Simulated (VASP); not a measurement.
## SnSe: relaxation of cell and atoms with PBE

SnSe:

```
CELL_PARAMETERS angstrom
5.13511 0.00000 0.00000
-2.56755 4.44713 0.00000
0.00000 0.00000 6.00866
ATOMIC_POSITIONS crystal
Sn 0.33333 0.66667 0.93812
Sn 0.66667 0.33333 0.43812
Se 0.33333 0.66667 0.43688
Se 0.66667 0.33333 0.93688
```

* Program: VASP 6.6.1
* Task: relaxation of cell and atoms
* Functional: PBE
* Potentials or basis: VASP PAW PBE potentials, release 64 (Sn_d, Se)
* Cutoff: 600 eV
* k mesh: 5 × 5 × 4
* Occupations: fermi-dirac, width 0.01 eV
* Spin: no spin polarisation
* Dipole correction: no
* Further INCAR settings: ALGO = Normal; EDIFF = 1e-07; IBRION = 2; EDIFFG = -0.02; NSW = 80; ISIF = 3

```json
{
  "Relaxed volume": "34.49 Å³/atom",
  "Relaxed cell": "a = 5.099 Å, b = 5.099 Å, c = 6.126 Å, α = 90.00°, β = 90.00°, γ = 120.00°",
  "Space group after relaxing (to 0.1 Å)": "P6_3/mmc (No. 194)",
  "Energy gained by relaxing": "4.6 meV/atom",
  "Ionic steps": "4",
  "Pressure after relaxing": "0.0 GPa",
  "Largest force after relaxing": "0.003 eV/Å",
  "Band gap on the k mesh": "0.95 eV"
}
```

Forces on the atoms (eV/Å):
```
Sn   0.000  0.000  0.003
Sn   0.000  0.000  0.003
Se   0.000  0.000 -0.003
Se   0.000  0.000 -0.003
```

Step by step:
```tsv
step	energy change (eV)	largest force (eV/Å)	pressure (GPa)	volume (Å³)
1	0.0000	0.0013	0.32	137.22
2	-0.0183	0.0036	-0.14	138.55
3	-0.0183	0.0037	-0.14	138.55
4	-0.0185	0.0035	0.01	137.95
```

Final structure:
```
Sn Se
1.0
     5.09925    0.00000    0.00000
    -2.54963    4.41608    0.00000
     0.00000    0.00000    6.12621
Sn Se
2 2
Direct
  0.33333 0.66667 0.93816
  0.66667 0.33333 0.43816
  0.33333 0.66667 0.43684
  0.66667 0.33333 0.93684
```

Levels at points of the mesh, in eV from the valence-band top:
```tsv
k point	band 17	band 18	band 19	band 20	band 21	band 22	band 23	band 24
(0.00, 0.00, 0.00)	-3.32	-2.07	-2.07	-1.95	1.34	1.34	2.83	2.83
(0.00, 0.00, 0.50)	-2.74	-2.74	-1.31	-1.31	1.75	1.75	1.75	1.75
```

Run time: 4.1 min on 1 thread of Intel Xeon 8259CL, on a shared host, peak memory 0.31 GiB.

Caveat: spin-orbit coupling is left out, which moves the levels of the heavy elements; an odd mesh through Γ misses points on the zone boundary, where band edges can lie.
